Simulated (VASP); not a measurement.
Write the native input for VASP 6.6.1 that does the following.

| Item | Value |
| --- | --- |
| Task | relaxation of the atoms |
| Functional | PBEsol |
| Potentials or basis | VASP PAW PBE potentials, release 64 (Ti_sv, O) |
| Cutoff | 520 eV |
| k mesh | 12 × 12 × 12 |
| Occupations | gaussian, width 0.1 eV |
| Spin | no spin polarisation |
| Dipole correction | no |
| Further INCAR settings | ALGO = Normal; EDIFF = 1e-06; IBRION = 2; EDIFFG = -0.01; NSW = 60 |

The structure of Ti3O4 lies in POSCAR:

```
Ti3O4
1.0
   -2.0659088900      2.0659088900      4.0891339800
    2.0659088900     -2.0659088900      4.0891339800
    2.0659088900      2.0659088900     -4.0891339800
Ti O
3 4
Direct
    0.2500000000      0.7500000000      0.5000000000
    0.5000000000      0.5000000000      0.0000000000
    0.7500000000      0.2500000000      0.5000000000
    0.0000000000      0.5000000000      0.5000000000
    0.2441151400      0.2441151400      0.0000000000
    0.5000000000      0.0000000000      0.5000000000
    0.7558848600      0.7558848600      0.0000000000
```

The input as run:

INCAR

```
SYSTEM = Ti3O4
  PREC = Accurate
  ENCUT = 520
  EDIFF = 1E-6
  ISMEAR = 0
  SIGMA = 0.1
  LREAL = .False.
  LASPH = .True.
  NELM = 80
  ALGO = Normal
  ISIF = 2
  LWAVE = .False.
  LCHARG = .False.
  GGA = PS
  IBRION = 2
  NSW = 60
  EDIFFG = -0.01
  KPAR = 4
```

KPOINTS

```
regular mesh
0
Gamma
  12 12 12
  0 0 0
```

Potentials or basis: VASP PAW PBE potentials, release 64 (Ti_sv, O).

Run with:

```console
$ cat potpaw_PBE.64/Ti_sv/POTCAR potpaw_PBE.64/O/POTCAR > POTCAR
$ mpirun -np 4 vasp_std > vasp.out
```

It gave:

```json
{
  "Energy gained by relaxing": "0.0 meV/atom",
  "Ionic steps": "2",
  "Pressure after relaxing": "-5.0 GPa",
  "Largest force after relaxing": "0.009 eV/Å",
  "Band gap on the k mesh": "zero (bands 30 and 31 overlap by 3.49 eV)"
}
```

Caveat: the PAW data sets were made with another functional, which shifts forces and pressure a little; semilocal functionals often make such compounds metallic where correlation or magnetic order opens a gap, which also shifts bond lengths.

It took 2 min on 4 MPI ranks on Intel(R) Xeon(R) Platinum 8559C (Emerald Rapids), with other jobs on the host, peak memory 0.46 GiB a rank.
